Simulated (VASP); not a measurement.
# Pb (Im-3m) in VASP: single point with PBEsol

Aim: the single point of Pb with PBEsol.

Everything below comes from runs of VASP 6.6.1. Logs are shortened: lines on timing, memory, paths and dates and some standing lists are left out, and cuts for length are marked.

## (1) The cell of the first run

The structure is cubic, space group Im-3m (No. 229). The conventional cell has a = 3.959 Å, b = 3.959 Å, c = 3.959 Å, α = 90.00°, β = 90.00°, γ = 90.00°. Within 4.5 Å of Pb (site symmetry m-3m) lie 14 Pb at 3.43 to 3.96 Å.

## (2) Single point, PBEsol

Input file INCAR:

```
  PREC = Accurate
  ENCUT = 500
  EDIFF = 1E-6
  ISMEAR = 0
  SIGMA = 0.15
  LREAL = False
  LASPH = True
  NELM = 120
  ALGO = Normal
  ISIF = 2
  LWAVE = False
  LCHARG = False
  GGA = PS
  NBANDS = 13
  GGA_COMPAT = False
```

Input file KPOINTS:

```
regular mesh
0
Gamma
  8 8 8
```

Input file POSCAR:

```
Pb
1.0
   -1.9796600000      1.9796600000      1.9796600000
    1.9796600000     -1.9796600000      1.9796600000
    1.9796600000      1.9796600000     -1.9796600000
Pb
1
Direct
    0.0000000000      0.0000000000      0.0000000000
```

Potentials or basis: VASP PAW PBE potentials, release 64 (Pb_d).

Command:

```
$ cat potpaw_PBE.64/Pb_d/POTCAR > POTCAR
$ mpirun -np 1 vasp_std > vasp.out
```

OUTCAR:

```text
PREC = Accurate
   ENCUT = 500
   EDIFF = 1E-6
   ISMEAR = 0
   LREAL = False
   LASPH = True
   NELM = 120
   ISIF = 2
   GGA = PS

 ion  position               nearest neighbor table
   1  0.000  0.000  0.000-

  LATTYP: Found a body centered cubic cell.
 ALAT       =     3.9593200000

  Lattice vectors:

 A1 = (  -1.9796600000,   1.9796600000,   1.9796600000)
 A2 = (   1.9796600000,  -1.9796600000,   1.9796600000)
 A3 = (   1.9796600000,   1.9796600000,  -1.9796600000)

Analysis of symmetry for initial positions (statically):
=====================================================================
 Subroutine PRICEL returns:
 Original cell was already a primitive cell.

 Routine SETGRP: Setting up the symmetry group for a
 body centered cubic supercell.

 Subroutine GETGRP returns: Found 48 space group operations
 (whereof 48 operations were pure point group operations)
 out of a pool of 48 trial point group operations.

The static configuration has the point symmetry O_h .

Analysis of symmetry for dynamics (positions and initial velocities):
=====================================================================
 Subroutine PRICEL returns:
 Original cell was already a primitive cell.

 Routine SETGRP: Setting up the symmetry group for a
 body centered cubic supercell.

 Subroutine GETGRP returns: Found 48 space group operations
 (whereof 48 operations were pure point group operations)
 out of a pool of 48 trial point group operations.

The dynamic configuration has the point symmetry O_h .

 Subroutine INISYM returns: Found 48 space group operations
 (whereof 48 operations are pure point group operations),
 and found     1 'primitive' translations

----------------------------------------------------------------------------------------

                                     Primitive cell

  volume of cell :      31.0336

  direct lattice vectors                    reciprocal lattice vectors
    -1.979660000  1.979660000  1.979660000     0.000000000  0.252568623  0.252568623
     1.979660000 -1.979660000  1.979660000     0.252568623  0.000000000  0.252568623
     1.979660000  1.979660000 -1.979660000     0.252568623  0.252568623  0.000000000

  length of vectors
     3.428871702  3.428871702  3.428871702     0.357185972  0.357185972  0.357185972

  position of ions in fractional coordinates (direct lattice)
     0.000000000  0.000000000  0.000000000

  ion indices of the primitive-cell ions
   primitive index   ion index
                 1           1

----------------------------------------------------------------------------------------

 KPOINTS: regular mesh

Automatic generation of k-mesh.
 Grid dimensions read from file:
 generate k-points for:    8    8    8

 Generating k-lattice:

  Cartesian coordinates                     Fractional coordinates (reciprocal lattice)
     0.000000000  0.031571078  0.031571078     0.125000000  0.000000000  0.000000000
     0.031571078  0.000000000  0.031571078     0.000000000  0.125000000  0.000000000
     0.031571078  0.031571078  0.000000000     0.000000000  0.000000000  0.125000000

  Length of vectors
     0.044648246  0.044648246  0.044648246

  Shift w.r.t. Gamma in fractional coordinates (k-lattice)
     0.000000000  0.000000000  0.000000000

 Subroutine IBZKPT returns following result:
 ===========================================

 Found     29 irreducible k-points:

 Following reciprocal coordinates:
            Coordinates               Weight
  0.000000  0.000000  0.000000      1.000000
  0.125000  0.000000  0.000000     12.000000
  0.250000  0.000000  0.000000     12.000000
  0.375000  0.000000  0.000000     12.000000
  0.500000  0.000000  0.000000      6.000000
  0.125000  0.125000  0.000000     24.000000
[... 16 lines left out ...]
 -0.250000  0.250000  0.250000      6.000000
 -0.375000  0.375000  0.250000     24.000000
 [... further k-points ...]
   k-points           NKPTS =     29   k-points in BZ     NKDIM =     29   number of bands    NBANDS=     13
   number of dos      NEDOS =    301   number of ions     NIONS =      1
   total plane-waves  NPLWV =  21952
   dimension x,y,z NGX =    28 NGY =   28 NGZ =   28
   dimension x,y,z NGXF=    56 NGYF=   56 NGZF=   56
   ions per type =               1
   NGX,Y,Z   is equivalent  to a cutoff of  13.58, 13.58, 13.58 a.u.
   NGXF,Y,Z  is equivalent  to a cutoff of  27.15, 27.15, 27.15 a.u.
 SYSTEM =  unknown system
   PREC   = accura    normal or accurate (medium, high low for compatibility)
   ISTART =      0    job   : 0-new  1-cont  2-samecut
   ICHARG =      2    charge: 1-file 2-atom 10-const
   ISPIN  =      1    spin polarized calculation?
   LNONCOLLINEAR =      F non collinear calculations
   LSORBIT =      F    spin-orbit coupling
   LASPH  =      T    aspherical Exc in radial PAW
   ENCUT  =  500.0 eV  36.75 Ry    6.06 a.u.   6.25  6.25  6.25*2*pi/ulx,y,z
   NELM   =    120;   NELMIN=  2; NELMDL= -5     # of ELM steps
   EDIFF  = 0.1E-05   stopping-criterion for ELM
   LREAL  =      F    real-space projection
   EDIFFG = 0.1E-04   stopping-criterion for IOM
   NSW    =      0    number of steps for IOM
   IBRION =     -1    ionic relax: 0-MD 1-quasi-New 2-CG
   NFREE  =      0    steps in history (QN), initial steepest desc. (CG)
   ISIF   =      2    stress and relaxation
   ISYM   =      2    0-nonsym 1-usesym 2-fastsym
   POTIM  = 0.5000    time-step for ionic-motion
   TEBEG  =    0.0;   TEEND  =   0.0 temperature during run
   PSTRESS=    0.0 pullay stress
   NELECT =      14.0000    total number of electrons
   NUPDOWN=      -1.0000    fix difference up-down
   EMIN   =  10.00;   EMAX   =-10.00  energy-range for DOS
   EFERMI =   0.00;   METHOD = LEGACY
   ISMEAR =     0;   SIGMA  =   0.15  broadening in eV -4-tet -1-fermi 0-gaus
   EFERMI_NEDOS =   21; number of points for ismear=-14 and -15
   IALGO  =     38    algorithm
   IMIX   =      4    mixing-type and parameters
     AMIX     =   0.40;   BMIX     =  1.00
     AMIX_MAG =   1.60;   BMIX_MAG =  1.00
  volume/ion in A,a.u.               =      31.03       209.42
  Fermi-wavevector in a.u.,A,eV,Ry     =   1.255568  2.372679 21.448918  1.576451
  Thomas-Fermi vector in A             =   2.389318
   LORBIT       =      0    0 simple, 1 ext, 2 COOP (PROOUT), +10 PAW based schemes
   GGA     = PS    functional components
   LHFCALC =     F    Hartree Fock is set to
   AEXX    =    0.0000 exact exchange contribution
   IVDW    =     0    specifies the selected vdW correction
   LEPSILON=     F    determine dielectric tensor
   LRPA    =     F    only Hartree local field effects (RPA)
 non-spin polarized calculation
 Gauss-broadening in eV      SIGMA  =   0.15
  energy-cutoff  :      500.00
  volume of cell :       31.03
 maximum number of plane-waves:       802
 NGX is ok and might be reduce to    28
   NGX = 13   NGY = 13   NGZ = 13

 number of electron      14.0000002 magnetization

 Free energy of the ion-electron system (eV)
  ---------------------------------------------------
  ext. energy  EPLUGINS =         0.00000000
  ---------------------------------------------------
  free energy    TOTEN  =        -3.97851698 eV

  energy without entropy =       -3.97541174  energy(sigma->0) =       -3.97696436

 E-fermi :   6.8658     XC(G=0): -10.2324

 val. band max:        6.4879544658   @ k =   0.5000   0.5000   0.5000
 cond. band min:       6.8708529706   @ k =   0.5000   0.5000   0.3750
 fundamental gap:      0.3828985047
 Fermi energy:         6.8657582381

 k-point     1 :       0.0000    0.0000    0.0000
  band No.  band energies     occupation
      1     -10.1773      2.00000
      2     -10.1773      2.00000
      3     -10.1773      2.00000
      4      -9.9497      2.00000
      5      -9.9497      2.00000
      6      -4.7697      2.00000
      7      14.2820      0.00000
      8      14.2820      0.00000
      9      14.2820      0.00000
     10      17.9170      0.00000
     11      17.9170      0.00000
     12      17.9170      0.00000
     13      18.3468      0.00000

 k-point     2 :       0.1250    0.0000    0.0000
  band No.  band energies     occupation
      1     -10.1890      2.00000
      2     -10.1635      2.00000
      3     -10.1256      2.00000
      4      -9.9622      2.00000
      5      -9.9509      2.00000
      6      -4.4590      2.00000
      7      11.6706      0.00000
      8      13.3571      0.00000
      9      13.8808      0.00000
     10      16.4741      0.00000
     11      17.2355      0.00000
     12      17.7599      0.00000
     13      19.6950      0.00000

 k-point     3 :       0.2500    0.0000    0.0000
  band No.  band energies     occupation
      1     -10.2173      2.00000
      2     -10.1472      2.00000
      3      -9.9982      2.00000
      4      -9.9804      2.00000
      5      -9.9534      2.00000
      6      -3.5344      2.00000
      7       7.8814      0.00000
      8      11.8040      0.00000
      9      12.9691      0.00000
     10      15.1967      0.00000
     11      16.3918      0.00000
     12      18.3675      0.00000
     13      20.3829      0.00000
[... 305 lines left out ...]
 k-point    23 :      -0.2500    0.2500    0.2500
  band No.  band energies     occupation
      1     -10.0860      2.00000
      2     -10.0438      2.00000
      3     -10.0438      2.00000
      4     -10.0113      2.00000
      5     -10.0081      2.00000
      6      -2.3466      2.00000
      7       7.8852      0.00000
      8       9.3890      0.00000
      9       9.3890      0.00000
     10      13.1697      0.00000
     11      20.0069      0.00000
     12      20.0069      0.00000
     13      20.3533      0.00000

 k-point    24 :      -0.3750    0.3750    0.2500
  band No.  band energies     occupation
      1     -10.1342      2.00000
      2     -10.0686      2.00000
      3     -10.0492      2.00000
      4      -9.9782      2.00000
      5      -9.8868      2.00000
      6      -1.0140      2.00000
      7       5.6679      2.00000
      8       8.3170      0.00000
      9       9.0087      0.00000
     10      13.2167      0.00000
     11      17.4303      0.00000
     12      19.7477      0.00000
     13      19.8054      0.00000

 [... further k-points ...]
[... 5 lines left out ...]
  --------------------------------------------------------------------------------------
  -------------------------------------------------------------------------------------
  Total       -0.2941368     -0.2941368     -0.2941368      0.0000000     -0.0000000      0.0000000
  in kB      -15.1854659    -15.1854659    -15.1854659      0.0000000     -0.0000000      0.0000000
  external PRESSURE =     -15.1854659 kB  Pullay stress =       0.0000000 kB

 VOLUME and BASIS-vectors are now :
 -----------------------------------------------------------------------------
  energy-cutoff  :      500.00
  volume of cell :       31.03
      direct lattice vectors                 reciprocal lattice vectors
    -1.979660000  1.979660000  1.979660000     0.000000000  0.252568623  0.252568623
     1.979660000 -1.979660000  1.979660000     0.252568623  0.000000000  0.252568623
     1.979660000  1.979660000 -1.979660000     0.252568623  0.252568623  0.000000000

 POSITION                                       TOTAL-FORCE (eV/Angst)
 -----------------------------------------------------------------------------------
      0.00000      0.00000      0.00000        -0.000000     -0.000000     -0.000000
 -----------------------------------------------------------------------------------
    total drift:                               -0.000000     -0.000000     -0.000000

  FREE ENERGIE OF THE ION-ELECTRON SYSTEM (eV)
  ---------------------------------------------------
  free  energy   TOTEN  =        -3.9785169785 eV

  energy  without entropy=       -3.9754117404  energy(sigma->0) =       -3.97696436
```

It took 16 s on 1 thread of Intel Xeon 8259CL, shared host; peak memory 0.16 GiB.

What came out:

```
Free energy            : -3.9785 eV
Pressure               : -1.5 GPa
Band gap on the k mesh : zero (band 7 reaches 14.28 eV, above the bottom of band 8 at 4.98 eV)
```

Levels at points of the mesh, in eV from the Fermi level:
```
           k point  band 3  band 4  band 5  band 6  band 7  band 8  band 9  band 10  band 11  band 12
(0.00, 0.00, 0.00)  -17.04  -16.82  -16.82  -11.64    7.42    7.42    7.42    11.05    11.05    11.05
(0.50, 0.00, 0.00)  -16.83  -16.82  -16.68   -7.90   -3.98    3.37    5.06     7.41     8.83    13.77
(0.50, 0.50, 0.50)  -16.71  -16.71  -16.71   -5.28   -0.38   -0.38   -0.38     4.52     4.52    16.38
```

Caveat: the PAW data sets were made with another functional, which shifts forces and pressure a little; spin-orbit coupling is left out, which moves the levels of the heavy elements.
